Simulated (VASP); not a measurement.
# Nb (I4/mmm) in VASP: further runs

Runs on Nb. Level: PBEsol. Tasks: single point.

Program: VASP 6.6.1. These are calculated values, not measurements. Logs are shortened: lines on timing, memory, paths and dates and some standing lists are left out, and cuts for length are marked.

### Step 1. The cell of the first run

It takes space group I4/mmm (No. 139, tetragonal). The conventional cell has a = 3.049 Å, b = 3.049 Å, c = 3.964 Å, α = 90.00°, β = 90.00°, γ = 90.00°. Nb (site symmetry 4/mmm) has 12 Nb at 2.93 to 3.05 Å within 3.9 Å.

### Step 2. Single point, PBEsol

Contents of INCAR:

```
SYSTEM = Nb
ALGO     = Fast           ! electronic algorithm
EDIFF    = 1E-6           ! SCF threshold, eV
ENCUT    = 520            ! plane-wave cutoff, eV
GGA      = PS             ! functional
ISIF     = 2              ! what is computed and relaxed
ISMEAR   = 0              ! smearing method
LASPH    = .True.         ! aspherical terms in the spheres
LCHARG   = .False.        ! write CHGCAR
LREAL    = .False.        ! projectors in reciprocal space
LWAVE    = .False.        ! write WAVECAR
NBANDS   = 12             ! bands
NELM     = 100            ! most SCF steps
PREC     = Accurate       ! precision mode
SIGMA    = 0.15           ! smearing width, eV
```

Contents of KPOINTS:

```
k-points
0
Gamma
  22 22 22
  0 0 0
```

Contents of POSCAR:

```
Nb
1.0
   -1.5246113712      1.5246113712      1.9819947826
    1.5246113712     -1.5246113712      1.9819947826
    1.5246113712      1.5246113712     -1.9819947826
Nb
1
Direct
    0.0000000000      0.0000000000      0.0000000000
```

Potentials or basis: VASP PAW PBE potentials, release 64 (Nb_sv).

Started as:

```console
cat potpaw_PBE.64/Nb_sv/POTCAR > POTCAR
mpirun -np 1 vasp_std > vasp.out
```

OUTCAR:

```text
SYSTEM = Nb
   EDIFF = 1E-6
   ENCUT = 520
   GGA = PS
   ISIF = 2
   ISMEAR = 0
   LASPH = .True.
   LREAL = .False.
   NELM = 100
   PREC = Accurate

 ion  position               nearest neighbor table
   1  0.000  0.000  0.000-

  LATTYP: Found a body centered tetragonal cell.
 ALAT       =     3.0492227424
 C/A-ratio  =     1.3000000000

  Lattice vectors:

 A1 = (  -1.5246113712,   1.5246113712,   1.9819947826)
 A2 = (   1.5246113712,  -1.5246113712,   1.9819947826)
 A3 = (   1.5246113712,   1.5246113712,  -1.9819947826)

Analysis of symmetry for initial positions (statically):
=====================================================================
 Subroutine PRICEL returns:
 Original cell was already a primitive cell.

 Routine SETGRP: Setting up the symmetry group for a
 body centered tetragonal supercell.

 Subroutine GETGRP returns: Found 16 space group operations
 (whereof 16 operations were pure point group operations)
 out of a pool of 16 trial point group operations.

The static configuration has the point symmetry D_4h.

Analysis of symmetry for dynamics (positions and initial velocities):
=====================================================================
 Subroutine PRICEL returns:
 Original cell was already a primitive cell.

 Routine SETGRP: Setting up the symmetry group for a
 body centered tetragonal supercell.

 Subroutine GETGRP returns: Found 16 space group operations
 (whereof 16 operations were pure point group operations)
 out of a pool of 16 trial point group operations.

The dynamic configuration has the point symmetry D_4h.

 Subroutine INISYM returns: Found 16 space group operations
 (whereof 16 operations are pure point group operations),
 and found     1 'primitive' translations

----------------------------------------------------------------------------------------

                                     Primitive cell

  volume of cell :      18.4281

  direct lattice vectors                    reciprocal lattice vectors
    -1.524611371  1.524611371  1.981994783     0.000000000  0.327952427  0.252271098
     1.524611371 -1.524611371  1.981994783     0.327952427  0.000000000  0.252271098
     1.524611371  1.524611371 -1.981994783     0.327952427  0.327952427  0.000000000

  length of vectors
     2.928682807  2.928682807  2.928682807     0.413755364  0.413755364  0.463794771

  position of ions in fractional coordinates (direct lattice)
     0.000000000  0.000000000  0.000000000

  ion indices of the primitive-cell ions
   primitive index   ion index
                 1           1

----------------------------------------------------------------------------------------

 KPOINTS: k-points

Automatic generation of k-mesh.
 Grid dimensions read from file:
 generate k-points for:   22   22   22

 Generating k-lattice:

  Cartesian coordinates                     Fractional coordinates (reciprocal lattice)
     0.000000000  0.014906929  0.011466868     0.045454545  0.000000000 -0.000000000
     0.014906929  0.000000000  0.011466868     0.000000000  0.045454545 -0.000000000
     0.014906929  0.014906929  0.000000000     0.000000000  0.000000000  0.045454545

  Length of vectors
     0.018807062  0.018807062  0.021081580

  Shift w.r.t. Gamma in fractional coordinates (k-lattice)
     0.000000000  0.000000000  0.000000000

 Subroutine IBZKPT returns following result:
 ===========================================

 Found    834 irreducible k-points:

 Following reciprocal coordinates:
            Coordinates               Weight
  0.000000  0.000000  0.000000      1.000000
  0.045455  0.000000  0.000000      8.000000
  0.090909  0.000000  0.000000      8.000000
  0.136364 -0.000000  0.000000      8.000000
  0.181818  0.000000  0.000000      8.000000
  0.227273 -0.000000  0.000000      8.000000
[... 16 lines left out ...]
  0.500000  0.045455  0.000000     16.000000
 -0.454545  0.045455 -0.000000     16.000000
 [... further k-points ...]
   k-points           NKPTS =    834   k-points in BZ     NKDIM =    834   number of bands    NBANDS=     12
   number of dos      NEDOS =    301   number of ions     NIONS =      1
   total plane-waves  NPLWV =  13824
   dimension x,y,z NGX =    24 NGY =   24 NGZ =   24
   dimension x,y,z NGXF=    48 NGYF=   48 NGZF=   48
   ions per type =               1
   NGX,Y,Z   is equivalent  to a cutoff of  13.62, 13.62, 13.62 a.u.
   NGXF,Y,Z  is equivalent  to a cutoff of  27.25, 27.25, 27.25 a.u.
 SYSTEM =  Nb
   PREC   = accura    normal or accurate (medium, high low for compatibility)
   ISTART =      0    job   : 0-new  1-cont  2-samecut
   ICHARG =      2    charge: 1-file 2-atom 10-const
   ISPIN  =      1    spin polarized calculation?
   LNONCOLLINEAR =      F non collinear calculations
   LSORBIT =      F    spin-orbit coupling
   LASPH  =      T    aspherical Exc in radial PAW
   ENCUT  =  520.0 eV  38.22 Ry    6.18 a.u.   5.45  5.45  5.45*2*pi/ulx,y,z
   NELM   =    100;   NELMIN=  2; NELMDL= -5     # of ELM steps
   EDIFF  = 0.1E-05   stopping-criterion for ELM
   LREAL  =      F    real-space projection
   EDIFFG = 0.1E-04   stopping-criterion for IOM
   NSW    =      0    number of steps for IOM
   IBRION =     -1    ionic relax: 0-MD 1-quasi-New 2-CG
   NFREE  =      0    steps in history (QN), initial steepest desc. (CG)
   ISIF   =      2    stress and relaxation
   ISYM   =      2    0-nonsym 1-usesym 2-fastsym
   POTIM  = 0.5000    time-step for ionic-motion
   TEBEG  =    0.0;   TEEND  =   0.0 temperature during run
   PSTRESS=    0.0 pullay stress
   NELECT =      13.0000    total number of electrons
   NUPDOWN=      -1.0000    fix difference up-down
   EMIN   =  10.00;   EMAX   =-10.00  energy-range for DOS
   EFERMI =   0.00;   METHOD = LEGACY
   ISMEAR =     0;   SIGMA  =   0.15  broadening in eV -4-tet -1-fermi 0-gaus
   EFERMI_NEDOS =   21; number of points for ismear=-14 and -15
   IALGO  =     68    algorithm
   IMIX   =      4    mixing-type and parameters
     AMIX     =   0.40;   BMIX     =  1.00
     AMIX_MAG =   1.60;   BMIX_MAG =  1.00
  volume/ion in A,a.u.               =      18.43       124.36
  Fermi-wavevector in a.u.,A,eV,Ry     =   1.457345  2.753983 28.896790  2.123854
  Thomas-Fermi vector in A             =   2.574157
   LORBIT       =      0    0 simple, 1 ext, 2 COOP (PROOUT), +10 PAW based schemes
   GGA     = PS    functional components
   LHFCALC =     F    Hartree Fock is set to
   AEXX    =    0.0000 exact exchange contribution
   IVDW    =     0    specifies the selected vdW correction
   LEPSILON=     F    determine dielectric tensor
   LRPA    =     F    only Hartree local field effects (RPA)
 non-spin polarized calculation
 RMM-DIIS sequential band-by-band and
 Gauss-broadening in eV      SIGMA  =   0.15
  energy-cutoff  :      520.00
  volume of cell :       18.43
 maximum number of plane-waves:       519
 NGX is ok and might be reduce to    24
   NGX = 11   NGY = 11   NGZ = 11

 number of electron      13.0000001 magnetization

 Free energy of the ion-electron system (eV)
  ---------------------------------------------------
  ext. energy  EPLUGINS =         0.00000000
  ---------------------------------------------------
  free energy    TOTEN  =       -10.67901100 eV

  energy without entropy =      -10.66290781  energy(sigma->0) =      -10.67095941

 E-fermi :  11.0211     XC(G=0): -12.5122

 val. band max:       11.0113671189   @ k =  -0.3182   0.4545   0.2273
 cond. band min:      11.0211708633   @ k =  -0.4091   0.0909  -0.0000
 fundamental gap:      0.0098037444
 Fermi energy:        11.0211040808

 k-point     1 :       0.0000    0.0000    0.0000
  band No.  band energies     occupation
      1     -43.5776      2.00000
      2     -18.9487      2.00000
      3     -18.9467      2.00000
      4     -18.9467      2.00000
      5       4.7943      2.00000
      6      10.9191      1.66374
      7      10.9191      1.66374
      8      11.8597      0.00000
      9      13.1657      0.00000
     10      14.3798      0.00000
     11      23.0454      0.00000
     12      26.9299      0.00000

 k-point     2 :       0.0455    0.0000    0.0000
  band No.  band energies     occupation
      1     -43.5733      2.00000
      2     -18.9754      2.00000
      3     -18.9516      2.00000
      4     -18.9498      2.00000
      5       4.8741      2.00000
      6      10.8999      1.74680
      7      10.9546      1.46935
      8      11.8501      0.00000
      9      13.1444      0.00000
     10      14.3356      0.00000
     11      23.2073      0.00000
     12      26.8361      0.00000

 k-point     3 :       0.0909    0.0000    0.0000
  band No.  band energies     occupation
      1     -43.5610      2.00000
      2     -19.0560      2.00000
      3     -18.9658      2.00000
      4     -18.9554      2.00000
      5       5.1066      2.00000
      6      10.8232      1.93792
      7      11.0470      0.80686
      8      11.8527      0.00000
      9      13.1007      0.00000
     10      14.2191      0.00000
     11      23.6589      0.00000
     12      26.4521      0.00000
[... 286 lines left out ...]
 k-point    23 :       0.5000    0.0455    0.0000
  band No.  band energies     occupation
      1     -43.3641      2.00000
      2     -20.2139      2.00000
      3     -19.1938      2.00000
      4     -19.0511      2.00000
      5       7.2331      2.00000
      6      10.4189      2.00000
      7      11.5690      0.00000
      8      12.4216      0.00000
      9      15.5888      0.00000
     10      16.2885      0.00000
     11      21.7855      0.00000
     12      22.8123      0.00000

 k-point    24 :      -0.4545    0.0455   -0.0000
  band No.  band energies     occupation
      1     -43.3717      2.00000
      2     -20.1719      2.00000
      3     -19.1831      2.00000
      4     -19.0508      2.00000
      5       7.2476      2.00000
      6      10.4613      2.00000
      7      11.5625      0.00000
      8      12.1812      0.00000
      9      15.4859      0.00000
     10      15.9946      0.00000
     11      21.8985      0.00000
     12      23.2502      0.00000

 [... further k-points ...]
[... 5 lines left out ...]
  --------------------------------------------------------------------------------------
  -------------------------------------------------------------------------------------
  Total        0.1891397      0.1891397     -1.8546311      0.0000000      0.0000000      0.0000000
  in kB       16.4441865     16.4441865   -161.2453882      0.0000000      0.0000000      0.0000000
  external PRESSURE =     -42.7856717 kB  Pullay stress =       0.0000000 kB

 VOLUME and BASIS-vectors are now :
 -----------------------------------------------------------------------------
  energy-cutoff  :      520.00
  volume of cell :       18.43
      direct lattice vectors                 reciprocal lattice vectors
    -1.524611371  1.524611371  1.981994783     0.000000000  0.327952427  0.252271098
     1.524611371 -1.524611371  1.981994783     0.327952427  0.000000000  0.252271098
     1.524611371  1.524611371 -1.981994783     0.327952427  0.327952427  0.000000000

 POSITION                                       TOTAL-FORCE (eV/Angst)
 -----------------------------------------------------------------------------------
      0.00000      0.00000      0.00000         0.000000     -0.000000     -0.000000
 -----------------------------------------------------------------------------------
    total drift:                                0.000000      0.000000     -0.000000

  FREE ENERGIE OF THE ION-ELECTRON SYSTEM (eV)
  ---------------------------------------------------
  free  energy   TOTEN  =       -10.6790110038 eV

  energy  without entropy=      -10.6629078087  energy(sigma->0) =      -10.67095941
```

Wall time 92 s (1 thread of Intel Xeon 6975P-C (Granite Rapids), shared host); peak memory 0.29 GiB.

Results:

```
Free energy : -10.6790 eV
Pressure    : -4.3 GPa
```

Levels at points of the mesh, in eV from the Fermi level:
```csv
k point,band 2,band 3,band 4,band 5,band 6,band 7,band 8,band 9,band 10,band 11
"(0.00, 0.00, 0.00)",-29.97,-29.97,-29.97,-6.23,-0.10,-0.10,0.84,2.14,3.36,12.02
"(0.50, 0.00, 0.00)",-31.25,-30.20,-30.06,-3.86,-0.57,0.57,1.52,4.52,5.18,10.82
"(0.50, 0.50, 0.00)",-31.16,-30.45,-30.27,-4.08,-3.22,3.26,4.73,4.95,5.84,11.23
"(0.50, 0.50, 0.50)",-31.15,-30.53,-30.53,-4.11,-3.47,4.80,4.82,5.45,5.45,10.70
```

Caveat: the PAW data sets were made with another functional, which shifts forces and pressure a little.

(Part 1 of 2 ends here.)
